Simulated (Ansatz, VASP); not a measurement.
# One calculation of Ge4P, two programs

```
Ge P
1.0
     3.83215    0.00000    0.00000
     0.00000    3.83215    0.00000
     0.00000    0.00000    5.41947
Ge P
4 1
Direct
  0.50000 0.00000 0.25000
  0.00000 0.50000 0.75000
  0.50000 0.00000 0.75000
  0.00000 0.50000 0.25000
  0.00000 0.00000 0.00000
```

Change from the starting cell: ordered vacancies on the anion sites of antifluorite (P4/mmm, No. 123).

Alike in both runs: task single point; functional PBE; k mesh 4 × 4 × 4; occupations gaussian, width 0.1 eV; no spin polarisation.

|  | VASP | Ansatz |
| --- | --- | --- |
| version | VASP 6.6.1 | Ansatz 0.2.0 |
| potentials or method | VASP PAW PBE potentials, release 64 (Ge_d, P), cutoff 520 eV | scalar-relativistic, plane waves, PAW |
| valence electrons in the cell | 61 | 61 |

|  | VASP | Ansatz | Ansatz less VASP |
| --- | --- | --- | --- |
| gap on the k mesh at the Fermi level (eV) | none | none | - |
| rms of the force components (eV/Å) | 1.299 | 1.300 | +0.0010 |

Atom by atom the forces differ by 0.001 eV/Å (rms over components). A gap of «none» marks a metal or a gap that the smearing closes. With one functional, cell and mesh, what is left measures potentials, basis and numerics.

The k mesh is coarse, so the values compare programs but aren't converged.
